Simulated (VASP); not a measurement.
## Os: single point with PBEsol

The system is Os.

```
Os
1.0
     2.63907    0.00000    0.00000
    -1.31954    2.28550    0.00000
     0.00000    0.00000    4.19161
Os
2
Direct
  0.33333 0.66667 0.25000
  0.66667 0.33333 0.75000
```

| Item | Value |
| --- | --- |
| Program | VASP 6.6.1 |
| Task | single point |
| Functional | PBEsol |
| Potentials or basis | VASP PAW PBE potentials, release 64 (Os) |
| Cutoff | 520 eV |
| k mesh | 18 × 18 × 10 |
| Occupations | gaussian, width 0.1 eV |
| Spin | no spin polarisation |
| Dipole correction | no |
| Further INCAR settings | ALGO = Normal; EDIFF = 1e-06; NBANDS = 15 |

```json
{
  "Pressure": "53.3 GPa",
  "Band gap on the k mesh": "zero (bands 8 and 9 overlap by 4.68 eV)"
}
```

Stress tensor (GPa, compression positive):
```
53.29  0.00  0.00
 0.00 53.29  0.00
 0.00  0.00 53.21
```

Levels at points of the mesh, in eV from the Fermi level:
```tsv
k point	band 4	band 5	band 6	band 7	band 8	band 9	band 10	band 11	band 12	band 13
(0.00, 0.00, 0.00)	-3.57	-3.33	-2.58	-2.58	-1.75	-1.75	-0.01	1.98	1.98	10.24
(0.50, 0.00, 0.00)	-4.09	-3.16	-2.97	-2.18	2.50	3.15	3.23	5.19	6.57	10.27
(0.00, 0.00, 0.50)	-4.11	-3.76	-3.76	-3.76	-3.76	1.08	1.08	1.08	1.08	13.75
(0.50, 0.00, 0.50)	-6.22	-1.38	-1.38	-0.15	-0.15	2.88	2.88	3.83	3.83	10.36
```

Run time: 43 s on 1 thread of Intel(R) Xeon(R) Platinum 8488C (Sapphire Rapids), with other jobs on the host, peak memory 0.19 GiB.

Caveat: the cell stands under pressure; the PAW data sets were made with another functional, which shifts forces and pressure a little; spin-orbit coupling is left out, which moves the levels of the heavy elements.
